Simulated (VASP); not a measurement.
# Zn3N4 (Pm-3m) in VASP: single point with PBE

Aim: the single point of Zn3N4 with PBE.

Everything below comes from runs of VASP 6.6.1. Logs are shortened: lines on timing, memory, paths and dates and some standing lists are left out, and cuts for length are marked.

**1. The cell of the first run**

The structure is cubic, space group Pm-3m (No. 221). The conventional cell has a = 4.205 Å, b = 4.205 Å, c = 4.205 Å, α = 90.00°, β = 90.00°, γ = 90.00°. Within 2.8 Å of Zn (site symmetry 4/mmm) lie 6 N at 2.10 Å. N (site symmetry m-3m) has 6 Zn at 2.10 Å within 2.8 Å. Within 2.8 Å of N (site symmetry 4/mmm) lie 4 Zn at 2.10 Å.

**2. Single point, PBE**

Input file INCAR:

```
SYSTEM = Zn3N4
ALGO     = Normal         ! electronic algorithm
EDIFF    = 1E-6           ! SCF threshold, eV
ENCUT    = 520            ! plane-wave cutoff, eV
GGA      = PE             ! functional
ISIF     = 2              ! what is computed and relaxed
ISMEAR   = 0              ! smearing method
LASPH    = .True.         ! aspherical terms in the spheres
LCHARG   = .False.        ! write CHGCAR
LREAL    = .False.        ! projectors in reciprocal space
LWAVE    = .False.        ! write WAVECAR
NBANDS   = 37             ! bands
NELM     = 60             ! most SCF steps
PREC     = Accurate       ! precision mode
SIGMA    = 0.1            ! smearing width, eV
```

Input file KPOINTS:

```
k-points
0
Gamma
  10 10 10
  0 0 0
```

Input file POSCAR:

```
Zn3N4
1.0
    4.2050982842      0.0000000000      0.0000000000
    0.0000000000      4.2050982842      0.0000000000
    0.0000000000      0.0000000000      4.2050982842
Zn N
3 4
Direct
    0.5000000000      0.5000000000      0.0000000000
    0.0000000000      0.5000000000      0.5000000000
    0.5000000000      0.0000000000      0.5000000000
    0.5000000000      0.5000000000      0.5000000000
    0.5000000000      0.0000000000      0.0000000000
    0.0000000000      0.5000000000      0.0000000000
    0.0000000000      0.0000000000      0.5000000000
```

Potentials or basis: VASP PAW PBE potentials, release 64 (Zn, N).

Launch:

```bash
$ cat potpaw_PBE.64/Zn/POTCAR potpaw_PBE.64/N/POTCAR > POTCAR
$ mpirun -np 1 vasp_std > vasp.out
```

OUTCAR:

```text
SYSTEM = Zn3N4
   EDIFF = 1E-6
   ENCUT = 520
   GGA = PE
   ISIF = 2
   ISMEAR = 0
   LASPH = .True.
   LREAL = .False.
   NELM = 60
   PREC = Accurate

 ion  position               nearest neighbor table
   1  0.500  0.500  0.000-   4 2.10   5 2.10   6 2.10   4 2.10   5 2.10   6 2.10   3 2.97   3 2.97
                             3 2.97   2 2.97   3 2.97   2 2.97   2 2.97   2 2.97
   2  0.000  0.500  0.500-   4 2.10   6 2.10   7 2.10   6 2.10   7 2.10   4 2.10   3 2.97   3 2.97
                             1 2.97   1 2.97   3 2.97   1 2.97   1 2.97   3 2.97
   3  0.500  0.000  0.500-   4 2.10   5 2.10   7 2.10   5 2.10   4 2.10   7 2.10   2 2.97   1 2.97
                             2 2.97   1 2.97   1 2.97   2 2.97   1 2.97   2 2.97
   4  0.500  0.500  0.500-   1 2.10   2 2.10   3 2.10   1 2.10   3 2.10   2 2.10
   5  0.500  0.000  0.000-   1 2.10   3 2.10   3 2.10   1 2.10
   6  0.000  0.500  0.000-   1 2.10   2 2.10   2 2.10   1 2.10
   7  0.000  0.000  0.500-   2 2.10   3 2.10   2 2.10   3 2.10

  LATTYP: Found a simple cubic cell.
 ALAT       =     4.2050982842

  Lattice vectors:

 A1 = (   4.2050982842,   0.0000000000,   0.0000000000)
 A2 = (   0.0000000000,   4.2050982842,   0.0000000000)
 A3 = (   0.0000000000,   0.0000000000,   4.2050982842)

Analysis of symmetry for initial positions (statically):
=====================================================================
 Subroutine PRICEL returns:
 Original cell was already a primitive cell.

 Routine SETGRP: Setting up the symmetry group for a
 simple cubic supercell.

 Subroutine GETGRP returns: Found 48 space group operations
 (whereof 48 operations were pure point group operations)
 out of a pool of 48 trial point group operations.

The static configuration has the point symmetry O_h .

Analysis of symmetry for dynamics (positions and initial velocities):
=====================================================================
 Subroutine PRICEL returns:
 Original cell was already a primitive cell.

 Routine SETGRP: Setting up the symmetry group for a
 simple cubic supercell.

 Subroutine GETGRP returns: Found 48 space group operations
 (whereof 48 operations were pure point group operations)
 out of a pool of 48 trial point group operations.

The dynamic configuration has the point symmetry O_h .

 Subroutine INISYM returns: Found 48 space group operations
 (whereof 48 operations are pure point group operations),
 and found     1 'primitive' translations

----------------------------------------------------------------------------------------

[... 104 lines left out ...]
   EDIFFG = 0.1E-04   stopping-criterion for IOM
   NSW    =      0    number of steps for IOM
   IBRION =     -1    ionic relax: 0-MD 1-quasi-New 2-CG
   NFREE  =      0    steps in history (QN), initial steepest desc. (CG)
   ISIF   =      2    stress and relaxation
   ISYM   =      2    0-nonsym 1-usesym 2-fastsym
   POTIM  = 0.5000    time-step for ionic-motion
   TEBEG  =    0.0;   TEEND  =   0.0 temperature during run
   PSTRESS=    0.0 pullay stress
   NELECT =      56.0000    total number of electrons
   NUPDOWN=      -1.0000    fix difference up-down
   EMIN   =  10.00;   EMAX   =-10.00  energy-range for DOS
   EFERMI =   0.00;   METHOD = LEGACY
   ISMEAR =     0;   SIGMA  =   0.10  broadening in eV -4-tet -1-fermi 0-gaus
   EFERMI_NEDOS =   21; number of points for ismear=-14 and -15
   IALGO  =     38    algorithm
   IMIX   =      4    mixing-type and parameters
     AMIX     =   0.40;   BMIX     =  1.00
     AMIX_MAG =   1.60;   BMIX_MAG =  1.00
  volume/ion in A,a.u.               =      10.62        71.68
  Fermi-wavevector in a.u.,A,eV,Ry     =   1.489457  2.814666 30.184289  2.218483
  Thomas-Fermi vector in A             =   2.602363
   LORBIT       =      0    0 simple, 1 ext, 2 COOP (PROOUT), +10 PAW based schemes
   GGA     = PE    functional components
   LHFCALC =     F    Hartree Fock is set to
   AEXX    =    0.0000 exact exchange contribution
   IVDW    =     0    specifies the selected vdW correction
   LEPSILON=     F    determine dielectric tensor
   LRPA    =     F    only Hartree local field effects (RPA)
 non-spin polarized calculation
 Gauss-broadening in eV      SIGMA  =   0.10
  energy-cutoff  :      520.00
  volume of cell :       74.36
 maximum number of plane-waves:      2022
 NGX is ok and might be reduce to    32
   NGX = 15   NGY = 15   NGZ = 15

 number of electron      56.0000012 magnetization

 Free energy of the ion-electron system (eV)
  ---------------------------------------------------
  ext. energy  EPLUGINS =         0.00000000
  ---------------------------------------------------
  free energy    TOTEN  =       -27.06745732 eV

  energy without entropy =      -27.03321053  energy(sigma->0) =      -27.05033392

 E-fermi :   2.4937     XC(G=0): -11.7051

 val. band max:        2.4924405541   @ k =   0.5000   0.5000   0.2000
 cond. band min:       2.4970416233   @ k =   0.5000   0.0000   0.0000
 fundamental gap:      0.0046010692
 Fermi energy:         2.4937250600

 k-point     1 :       0.0000    0.0000    0.0000
  band No.  band energies     occupation
      1     -13.2795      2.00000
      2     -10.9067      2.00000
      3     -10.6012      2.00000
      4     -10.6012      2.00000
      5      -3.9327      2.00000
      6      -3.9327      2.00000
[... 949 lines left out ...]
     36      14.1453      0.00000
     37      14.1502      0.00000

 [... further k-points ...]
[... 5 lines left out ...]
  --------------------------------------------------------------------------------------
  -------------------------------------------------------------------------------------
  Total        0.4079434      0.4079434      0.4079434     -0.0000000     -0.0000000      0.0000000
  in kB        8.7898628      8.7898628      8.7898628     -0.0000000     -0.0000000      0.0000000
  external PRESSURE =       8.7898628 kB  Pullay stress =       0.0000000 kB

 VOLUME and BASIS-vectors are now :
 -----------------------------------------------------------------------------
  energy-cutoff  :      520.00
  volume of cell :       74.36
      direct lattice vectors                 reciprocal lattice vectors
     4.205098284  0.000000000  0.000000000     0.237806570  0.000000000  0.000000000
     0.000000000  4.205098284  0.000000000     0.000000000  0.237806570  0.000000000
     0.000000000  0.000000000  4.205098284     0.000000000  0.000000000  0.237806570

 POSITION                                       TOTAL-FORCE (eV/Angst)
 -----------------------------------------------------------------------------------
      2.10255      2.10255      0.00000         0.000000      0.000000      0.000000
      0.00000      2.10255      2.10255         0.000000      0.000000      0.000000
      2.10255      0.00000      2.10255         0.000000      0.000000      0.000000
      2.10255      2.10255      2.10255         0.000000      0.000000      0.000000
      2.10255      0.00000      0.00000         0.000000      0.000000      0.000000
      0.00000      2.10255      0.00000         0.000000      0.000000      0.000000
      0.00000      0.00000      2.10255         0.000000      0.000000      0.000000
 -----------------------------------------------------------------------------------
    total drift:                                0.000000     -0.000000     -0.000000

  FREE ENERGIE OF THE ION-ELECTRON SYSTEM (eV)
  ---------------------------------------------------
  free  energy   TOTEN  =       -27.0674573193 eV

  energy  without entropy=      -27.0332105269  energy(sigma->0) =      -27.05033392
```

stdout:

```text
POSCAR found type information on POSCAR ZnN
 POSCAR found :  2 types and       7 ions
 scaLAPACK will be used
 LDA part: xc-table for (Slater+PW92), standard interpolation
 POSCAR, INCAR and KPOINTS ok, starting setup
 FFT: planning ... GRIDC
 FFT: planning ... GRID_SOFT
 FFT: planning ... GRID
 WAVECAR not read
 entering main loop
```

Run time: 54 s. Hardware: 1 thread of Intel Xeon 6975P-C (Granite Rapids), shared host; peak memory 0.24 GiB.

Results:

```yaml
Free_energy: -27.0675 eV
Pressure: 0.9 GPa
Band_gap_on_the_k_mesh: zero (band 28 reaches 3.47 eV, above the bottom of band 29 at 1.46 eV)
```

Levels at points of the mesh, in eV from the Fermi level:
```tsv
k point	band 27	band 28	band 29	band 30	band 31	band 32
(0.00, 0.00, 0.00)	-1.33	-1.33	0.36	0.36	0.36	4.49
(0.50, 0.00, 0.00)	-1.09	-1.09	-1.03	0.00	0.00	7.25
(0.50, 0.50, 0.00)	-0.47	0.50	0.82	0.89	0.89	9.10
(0.50, 0.50, 0.50)	0.98	0.98	1.01	1.01	1.01	6.99
```
